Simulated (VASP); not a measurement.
A run of VASP 6.6.1 is set up as follows.

POSCAR

```
CuF
1.0
    2.4710065500      0.0000000000      0.0000000000
    0.0000000000      2.4710065500      0.0000000000
    0.0000000000      0.0000000000      3.4165013900
Cu F
1 1
Direct
    0.0000000000      0.0000000000      0.0000000000
    0.5000000000      0.5000000000      0.5000000000
```

Contents of INCAR.step1:

```
SYSTEM = CuF
PREC = Accurate
ENCUT = 520
EDIFF = 1E-5
ISMEAR = -1
SIGMA = 0.05
LREAL = .FALSE.
LASPH = .TRUE.
NELM = 60
ALGO = Normal
ISIF = 2
LWAVE = .TRUE.
LCHARG = .FALSE.
NBANDS = 16
GGA = PE
```

File INCAR.step2:

```
SYSTEM = CuF
PREC = Accurate
ENCUT = 520
EDIFF = 1E-6
ISMEAR = -1
SIGMA = 0.05
LREAL = .FALSE.
LASPH = .TRUE.
NELM = 60
ALGO = Normal
ISIF = 2
LWAVE = .FALSE.
LCHARG = .FALSE.
GGA = PE
LHFCALC = .TRUE.
AEXX = 1.0
ALDAC = 0.0
AGGAC = 0.0
PRECFOCK = Normal
NBANDS = 16
ISTART = 1
```

KPOINTS

```
regular mesh
0
G
  6 6 4
  0 0 0
```

Potentials or basis: VASP PAW PBE potentials, release 64 (Cu, F).

The run is started by

```sh
$ cat potpaw_PBE.64/Cu/POTCAR potpaw_PBE.64/F/POTCAR > POTCAR
$ cp INCAR.step1 INCAR
$ mpirun -np 1 vasp_std > vasp.out
$ cp INCAR.step2 INCAR
$ mpirun -np 1 vasp_std > vasp.out
```

(1) Predict the band gap on the k mesh.

(2) Estimate the pressure.

## Answers

(1) 10.80 eV, indirect (least direct gap 12.05 eV).

(2) 9.5 GPa.

Caveat: the k points lie up to 0.46 Å⁻¹ apart; the PAW data sets were made with another functional, which shifts forces and pressure a little.
